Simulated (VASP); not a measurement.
# MgS (Cm) in VASP: relaxation of the atoms with PBE

Aim: the relaxation of the atoms of MgS with PBE.

All numbers are computed with VASP 6.6.1; they aren't measurements. Logs are shortened: lines on timing, memory, paths and dates and some standing lists are left out, and cuts for length are marked.

## (1) The cell of the first run

The structure is monoclinic, space group Cm (No. 8). The conventional cell has a = 6.833 Å, b = 4.029 Å, c = 4.029 Å, α = 90.00°, β = 123.51°, γ = 90.00°. Mg (site symmetry m) has 4 S at 2.44 to 2.49 Å within 3.2 Å. S (site symmetry m) has 4 Mg at 2.44 to 2.49 Å within 3.2 Å.

## (2) Relaxation of the atoms, PBE (shear of c along a, cell held: +4.5 %)

Input file INCAR:

```
SYSTEM = MgS
  ALGO = Normal
  EDIFF = 1E-6
  EDIFFG = -0.008
  ENCUT = 520
  GGA = PE
  IBRION = 2
  ISIF = 2
  ISMEAR = 0
  LASPH = .TRUE.
  LCHARG = .FALSE.
  LREAL = .FALSE.
  LWAVE = .FALSE.
  NELM = 100
  NSW = 60
  PREC = Accurate
  SIGMA = 0.02
```

Input file KPOINTS:

```
k-points
0
G
  6 6 4
  0 0 0
```

Input file POSCAR:

```
MgS
1.0
    2.8486069961      2.8486069961      0.0000000000
   -2.8486069961      2.8486069961      0.0000000000
    0.1812842391      0.1812842391      5.6972139921
Mg S
2 2
Direct
    0.0038924531      0.0000000000     -0.0001131110
    0.5038924531      0.5000000000      0.4998868890
    0.4961075469      0.0000000000      0.2501131110
   -0.0038924531      0.5000000000      0.7501131110
```

Potentials or basis: VASP PAW PBE potentials, release 64 (Mg, S).

The run is started by

```sh
cat potpaw_PBE.64/Mg/POTCAR potpaw_PBE.64/S/POTCAR > POTCAR
mpirun -np 1 vasp_std > vasp.out
```

OUTCAR:

```text
SYSTEM = MgS
   EDIFF = 1E-6
   EDIFFG = -0.008
   ENCUT = 520
   GGA = PE
   IBRION = 2
   ISIF = 2
   ISMEAR = 0
   LASPH = .TRUE.
   LREAL = .FALSE.
   NELM = 100
   NSW = 60
   PREC = Accurate

 ion  position               nearest neighbor table
   1  0.004  0.000  1.000-   3 2.44   4 2.47   4 2.47   3 2.49
   2  0.504  0.500  0.500-   4 2.44   3 2.47   3 2.47   4 2.49
   3  0.496  0.000  0.250-   1 2.44   2 2.47   2 2.47   1 2.49
   4  0.996  0.500  0.750-   2 2.44   1 2.47   1 2.47   2 2.49

  LATTYP: Found a simple monoclinic cell.
 ALAT       =     4.0285386478
 B/A-ratio  =     1.0000000000
 C/A-ratio  =     1.4156447294
 COS(beta)  =    -0.0449545066

  Lattice vectors:

 A1 = (   2.8486069961,   2.8486069961,   0.0000000000)
 A2 = (   2.8486069961,  -2.8486069961,   0.0000000000)
 A3 = (  -0.1812842391,  -0.1812842391,  -5.6972139921)

Analysis of symmetry for initial positions (statically):
=====================================================================
 Subroutine PRICEL returns following result:

  LATTYP: Found a base centered monoclinic cell.
 ALAT       =     6.8328228904
 B/A-ratio  =     0.5895862826
 C/A-ratio  =     0.5895862826
 COS(beta)  =    -0.5520652414

  Lattice vectors:

 A1 = (  -2.7579648765,   0.0906421195,   2.8486069961)
 A2 = (   0.0906421195,  -2.7579648765,   2.8486069961)
 A3 = (   2.8486069961,   2.8486069961,  -0.0000000000)

   2 primitive cells build up your supercell.

 Routine SETGRP: Setting up the symmetry group for a
 simple monoclinic supercell.

 Subroutine GETGRP returns: Found  2 space group operations
 (whereof  2 operations were pure point group operations)
 out of a pool of  4 trial point group operations.

The static configuration has the point symmetry C_1h.

Analysis of symmetry for dynamics (positions and initial velocities):
=====================================================================
 Subroutine PRICEL returns following result:

  LATTYP: Found a base centered monoclinic cell.
 ALAT       =     6.8328228904
 B/A-ratio  =     0.5895862826
 C/A-ratio  =     0.5895862826
 COS(beta)  =    -0.5520652414

  Lattice vectors:

 A1 = (  -2.7579648765,   0.0906421195,   2.8486069961)
 A2 = (   0.0906421195,  -2.7579648765,   2.8486069961)
 A3 = (   2.8486069961,   2.8486069961,  -0.0000000000)

   2 primitive cells build up your supercell.

 Routine SETGRP: Setting up the symmetry group for a
 simple monoclinic supercell.

 Subroutine GETGRP returns: Found  2 space group operations
 (whereof  2 operations were pure point group operations)
 out of a pool of  4 trial point group operations.

The dynamic configuration has the point symmetry C_1h.

 Subroutine INISYM returns: Found  2 space group operations
 (whereof  2 operations are pure point group operations),
 and found     2 'primitive' translations

----------------------------------------------------------------------------------------

                                     Primitive cell

  volume of cell :      46.2304

  direct lattice vectors                    reciprocal lattice vectors
    -2.757964877  0.090642120  2.848606996    -0.175524388  0.175524388  0.175524388
     0.090642120 -2.757964877  2.848606996     0.175524388 -0.175524388  0.175524388
     2.848606996  2.848606996 -0.000000000     0.175524388  0.175524388  0.164354084

  length of vectors
     3.965999001  3.965999001  4.028538648     0.304017158  0.304017158  0.297707720

  position of ions in fractional coordinates (direct lattice)
     0.999886889  0.999886889  0.003779342
     0.250113111  0.250113111  0.746220658

  ion indices of the primitive-cell ions
   primitive index   ion index
                 1           1
                 2           3

----------------------------------------------------------------------------------------

 KPOINTS: k-points

Automatic generation of k-mesh.
 Grid dimensions read from file:
 generate k-points for:    6    6    4

 Generating k-lattice:

  Cartesian coordinates                     Fractional coordinates (reciprocal lattice)
     0.029254065  0.029254065 -0.001861717     0.166666667  0.000000000 -0.000000000
    -0.029254065  0.029254065  0.000000000     0.000000000  0.166666667  0.000000000
     0.000000000  0.000000000  0.043881097     0.000000000  0.000000000  0.250000000

  Length of vectors
     0.041413362  0.041371495  0.043881097

  Shift w.r.t. Gamma in fractional coordinates (k-lattice)
     0.000000000  0.000000000  0.000000000

 Subroutine IBZKPT returns following result:
 ===========================================

 Found     56 irreducible k-points:

 Following reciprocal coordinates:
            Coordinates               Weight
  0.000000  0.000000  0.000000      1.000000
  0.166667  0.000000 -0.000000      2.000000
  0.333333  0.000000 -0.000000      2.000000
  0.500000  0.000000  0.000000      1.000000
  0.000000  0.166667  0.000000      2.000000
  0.166667  0.166667 -0.000000      4.000000
[... 16 lines left out ...]
  0.000000  0.166667  0.250000      4.000000
  0.166667  0.166667  0.250000      4.000000
 [... further k-points ...]
   k-points           NKPTS =     56   k-points in BZ     NKDIM =     56   number of bands    NBANDS=     12
   number of dos      NEDOS =    301   number of ions     NIONS =      4
   total plane-waves  NPLWV =  37800
   dimension x,y,z NGX =    30 NGY =   30 NGZ =   42
   dimension x,y,z NGXF=    60 NGYF=   60 NGZF=   84
   ions per type =               2   2
   NGX,Y,Z   is equivalent  to a cutoff of  12.38, 12.38, 12.24 a.u.
   NGXF,Y,Z  is equivalent  to a cutoff of  24.76, 24.76, 24.49 a.u.
 SYSTEM =  MgS
   PREC   = accura    normal or accurate (medium, high low for compatibility)
   ISTART =      0    job   : 0-new  1-cont  2-samecut
   ICHARG =      2    charge: 1-file 2-atom 10-const
   ISPIN  =      1    spin polarized calculation?
   LNONCOLLINEAR =      F non collinear calculations
   LSORBIT =      F    spin-orbit coupling
   LASPH  =      T    aspherical Exc in radial PAW
   ENCUT  =  520.0 eV  38.22 Ry    6.18 a.u.   7.49  7.49 10.60*2*pi/ulx,y,z
   NELM   =    100;   NELMIN=  2; NELMDL= -5     # of ELM steps
   EDIFF  = 0.1E-05   stopping-criterion for ELM
   LREAL  =      F    real-space projection
   EDIFFG = -.8E-02   stopping-criterion for IOM
   NSW    =     60    number of steps for IOM
   IBRION =      2    ionic relax: 0-MD 1-quasi-New 2-CG
   NFREE  =      1    steps in history (QN), initial steepest desc. (CG)
   ISIF   =      2    stress and relaxation
   ISYM   =      2    0-nonsym 1-usesym 2-fastsym
   POTIM  = 0.5000    time-step for ionic-motion
   TEBEG  =    0.0;   TEEND  =   0.0 temperature during run
   PSTRESS=    0.0 pullay stress
   NELECT =      16.0000    total number of electrons
   NUPDOWN=      -1.0000    fix difference up-down
   EMIN   =  10.00;   EMAX   =-10.00  energy-range for DOS
   EFERMI =   0.00;   METHOD = LEGACY
   ISMEAR =     0;   SIGMA  =   0.02  broadening in eV -4-tet -1-fermi 0-gaus
   EFERMI_NEDOS =   21; number of points for ismear=-14 and -15
   IALGO  =     38    algorithm
   IMIX   =      4    mixing-type and parameters
     AMIX     =   0.40;   BMIX     =  1.00
     AMIX_MAG =   1.60;   BMIX_MAG =  1.00
  volume/ion in A,a.u.               =      23.12       155.99
  Fermi-wavevector in a.u.,A,eV,Ry     =   0.912282  1.723962 11.323556  0.832258
  Thomas-Fermi vector in A             =   2.036659
   LORBIT       =      0    0 simple, 1 ext, 2 COOP (PROOUT), +10 PAW based schemes
   GGA     = PE    functional components
   LHFCALC =     F    Hartree Fock is set to
   AEXX    =    0.0000 exact exchange contribution
   IVDW    =     0    specifies the selected vdW correction
   LEPSILON=     F    determine dielectric tensor
   LRPA    =     F    only Hartree local field effects (RPA)
 conjugate gradient relaxation of ions
 non-spin polarized calculation
 Gauss-broadening in eV      SIGMA  =   0.02
  energy-cutoff  :      520.00
  volume of cell :       92.46
 maximum number of plane-waves:      2515
 NGX is ok and might be reduce to    30
   NGX = 15   NGY = 15   NGZ = 21

--------------------------------------- Ionic step        1  -------------------------------------------

 number of electron      15.9999996 magnetization

 Free energy of the ion-electron system (eV)
  ---------------------------------------------------
  ext. energy  EPLUGINS =         0.00000000
  ---------------------------------------------------
  free energy    TOTEN  =       -16.92665048 eV

  energy without entropy =      -16.92665048  energy(sigma->0) =      -16.92665048

------------------------ aborting loop because EDIFF is reached ----------------------------------------

  FORCE on cell =-STRESS in cart. coord.  units (eV):
  Direction    XX          YY          ZZ          XY          YZ          ZX
  --------------------------------------------------------------------------------------
  -------------------------------------------------------------------------------------
  Total       -0.0995529     -0.0995529     -0.0391558     -0.0137420     -0.6712873     -0.6712873
  in kB       -1.7250706     -1.7250706     -0.6784982     -0.2381237    -11.6321877    -11.6321884
  external PRESSURE =      -1.3762132 kB  Pullay stress =       0.0000000 kB
[... 61 lines left out ...]
  energy  without entropy=      -16.9276463883  energy(sigma->0) =      -16.92764639

--------------------------------------- Ionic step        3  -------------------------------------------

 number of electron      15.9999997 magnetization

 Free energy of the ion-electron system (eV)
  ---------------------------------------------------
  ext. energy  EPLUGINS =         0.00000000
  ---------------------------------------------------
  free energy    TOTEN  =       -16.92794636 eV

  energy without entropy =      -16.92794636  energy(sigma->0) =      -16.92794636

 E-fermi :   1.1842     XC(G=0):  -8.3197

 val. band max:        1.0787843127   @ k =   0.0000   0.0000   0.0000
 cond. band min:       4.2933470732   @ k =   0.0000   0.0000   0.0000
 fundamental gap:      3.2145627605
 Fermi energy:         1.1842194893

 k-point     1 :       0.0000    0.0000    0.0000
  band No.  band energies     occupation
      1     -10.2543      2.00000
      2      -9.3871      2.00000
      3      -1.8068      2.00000
      4      -0.0570      2.00000
      5      -0.0482      2.00000
      6       0.8301      2.00000
      7       0.9566      2.00000
      8       1.0788      2.00000
      9       4.2933      0.00000
     10       4.8463      0.00000
     11       6.5771      0.00000
     12       8.5800      0.00000
[... 331 lines left out ...]
 k-point    24 :       0.1667    0.1667    0.2500
  band No.  band energies     occupation
      1      -9.9803      2.00000
      2      -9.4722      2.00000
      3      -1.4999      2.00000
      4      -0.6216      2.00000
      5      -0.4182      2.00000
      6       0.0523      2.00000
      7       0.4098      2.00000
      8       0.9301      2.00000
      9       6.0961      0.00000
     10       6.2951      0.00000
     11       7.8437      0.00000
     12       8.2243      0.00000

 [... further k-points ...]

------------------------ aborting loop because EDIFF is reached ----------------------------------------

  FORCE on cell =-STRESS in cart. coord.  units (eV):
  Direction    XX          YY          ZZ          XY          YZ          ZX
  --------------------------------------------------------------------------------------
  -------------------------------------------------------------------------------------
  Total       -0.1247666     -0.1247666     -0.0678152     -0.0480435     -0.5527785     -0.5527785
  in kB       -2.1619776     -2.1619776     -1.1751140     -0.8325067     -9.5786455     -9.5786456
  external PRESSURE =      -1.8330231 kB  Pullay stress =       0.0000000 kB
[... 19 lines left out ...]
  FREE ENERGIE OF THE ION-ELECTRON SYSTEM (eV)
  ---------------------------------------------------
  free  energy   TOTEN  =       -16.9279463623 eV

  energy  without entropy=      -16.9279463623  energy(sigma->0) =      -16.92794636

 reached required accuracy - stopping structural energy minimisation
```

Run time: 1.9 min. Hardware: 1 thread of AMD EPYC 7R43 (Zen 3), shared host; peak memory 0.18 GiB.

What came out:

* Free energy: -16.9279 eV
* Energy gained by relaxing: 0.3 meV/atom
* Ionic steps: 3
* Pressure after relaxing: -0.2 GPa
* Largest force after relaxing: 0.005 eV/Å
* Band gap on the k mesh: 3.21 eV

Forces in eV/Å, atoms in the order of the input:
```
Mg   0.003  0.003  0.002
Mg   0.003  0.003  0.002
S   -0.003 -0.003 -0.002
S   -0.003 -0.003 -0.002
```

Stress tensor (GPa, compression positive):
```
-0.22 -0.08 -0.96
-0.08 -0.22 -0.96
-0.96 -0.96 -0.12
```

Step by step:
```csv
step,energy change (eV),largest force (eV/Å),pressure (GPa)
1,0.0000,0.0834,-0.14
2,-0.0010,0.0396,-0.17
3,-0.0013,0.0052,-0.18
```

Final structure:
```yaml
crystal:
  lattice:
    - [2.84861, 2.84861, 0.00000]
    - [-2.84861, 2.84861, 0.00000]
    - [0.18128, 0.18128, 5.69721]
  atoms:
    - { symbol: Mg, position: [0.00571, 0.00000, 0.99970] }
    - { symbol: Mg, position: [0.50571, 0.50000, 0.49970] }
    - { symbol: S, position: [0.49429, 0.00000, 0.25030] }
    - { symbol: S, position: [0.99429, 0.50000, 0.75030] }
```

Caveat: the cell differs from its parent crystal (shear of c along a, cell held: +4.5 %).
